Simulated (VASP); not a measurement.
PtS2, 3 atoms in the cell. The structure is trigonal, space group P-3m1 (No. 164). The conventional cell has a = 3.687 Å, b = 3.687 Å, c = 6.114 Å, α = 90.00°, β = 90.00°, γ = 120.00°. Pt (site symmetry -3m) has 6 S at 2.42 Å within 3.2 Å. Within 3.2 Å of S (site symmetry 3m) lie 3 Pt at 2.42 Å and 3 S at 3.14 Å. 

| Item | Value |
| --- | --- |
| Program | VASP 6.6.1 |
| Task | relaxation of the atoms |
| Functional | PBE |
| Potentials or basis | VASP PAW PBE potentials, release 64 (Pt, S) |
| Cutoff | 520 eV |
| k mesh | 12 × 12 × 6 |
| Occupations | gaussian, width 0.05 eV |
| Spin | no spin polarisation |
| Dipole correction | no |
| Further INCAR settings | ALGO = Normal; EDIFF = 1e-06; IBRION = 2; EDIFFG = -0.01; NSW = 50 |

Potentials or basis: VASP PAW PBE potentials, release 64 (Pt, S).

Run with:

```sh
$ cat potpaw_PBE.64/Pt/POTCAR potpaw_PBE.64/S/POTCAR > POTCAR
$ mpirun -np 1 vasp_std > vasp.out
```

Hardware: 1 thread of Oxide Virtual Turin-like Processor (shared host).

**Question.** How long does it take, and how much memory?

**Answer.** Run time: 5.1 min on 1 thread of Oxide Virtual Turin-like Processor, with other jobs on the host, peak memory 0.23 GiB. Counts: scf iterations 24, k points 100, ion steps 3.
